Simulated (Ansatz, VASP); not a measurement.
# Sr2NbO2 in VASP and in Ansatz

The input INCAR:

```
PREC = Accurate ; ENCUT = 600
EDIFF = 1E-6 ; ISMEAR = 0
SIGMA = 0.1 ; LREAL = F
LASPH = T ; NELM = 60
ALGO = Normal ; ISIF = 3
LWAVE = F ; LCHARG = F
GGA = PE ; IBRION = 2
NSW = 100 ; EDIFFG = -0.01
```

The input KPOINTS:

```
regular mesh
0
Gamma
  12 12 12
```

POSCAR

```
Sr2NbO2
1.0
   -2.2047224781      2.2047224781      5.0118200322
    2.2047224781     -2.2047224781      5.0118200322
    2.2047224781      2.2047224781     -5.0118200322
Sr Nb O
2 1 2
Direct
    0.7500000000      0.2500000000      0.5000000000
    0.2500000000      0.7500000000      0.5000000000
    0.0000000000      0.0000000000      0.0000000000
    0.5000000000      0.0000000000      0.5000000000
    0.0000000000      0.5000000000      0.5000000000
```

Input for Ansatz:

```yaml
crystal:
  lattice:
    - [-2.2047224781, 2.2047224781, 5.0118200322]
    - [2.2047224781, -2.2047224781, 5.0118200322]
    - [2.2047224781, 2.2047224781, -5.0118200322]
  atoms:
    - { symbol: Sr, position: [0.75, 0.25, 0.5] }
    - { symbol: Sr, position: [0.25, 0.75, 0.5] }
    - { symbol: Nb, position: [0.0, 0.0, 0.0] }
    - { symbol: O, position: [0.5, 0.0, 0.5] }
    - { symbol: O, position: [0.0, 0.5, 0.5] }
basis:
  ecutwfc: 420
kpoints:
  mp_grid: { grid: [12, 12, 12] }
hamiltonian:
  xc: pbe
scf:
  occupations: { method: gaussian, width: 0.1 }
output:
  forces: true
  stress: true
  eigenvalues: true
  write_density: true
  write_potential: true
  elf: true
  volumetric_format: npy
relax:
  adjacent_minimum: "off"
  f_tol: 0.01
  max_steps: 80
  cell: { stress_tol: 0.05 }
```

Alike in both runs: task relaxation of cell and atoms; functional PBE; k mesh 12 × 12 × 12; occupations gaussian, width 0.1 eV; no spin polarisation.

```csv
,VASP,Ansatz
version,VASP 6.6.1,Ansatz 0.2.0
potentials or method,"VASP PAW PBE potentials, release 64 (Sr_sv, Nb_sv, O), cutoff 600 eV","scalar-relativistic, plane waves, PAW"
valence electrons in the cell,45,45
```

VASP gave:

```
gap on the k mesh at the Fermi level, each at its own relaxed structure (eV) : none
relaxed volume (Å³/atom)                                                     : 19.41
relaxed cell length with the largest relative difference (Å)                 : 5.899
```

Q: Which values does Ansatz return?

A: gap on the k mesh at the Fermi level, each at its own relaxed structure (eV): none; relaxed volume (Å³/atom): 19.39; relaxed cell length with the largest relative difference (Å): 5.888.

A gap of «none» marks a metal or a gap that the smearing closes.
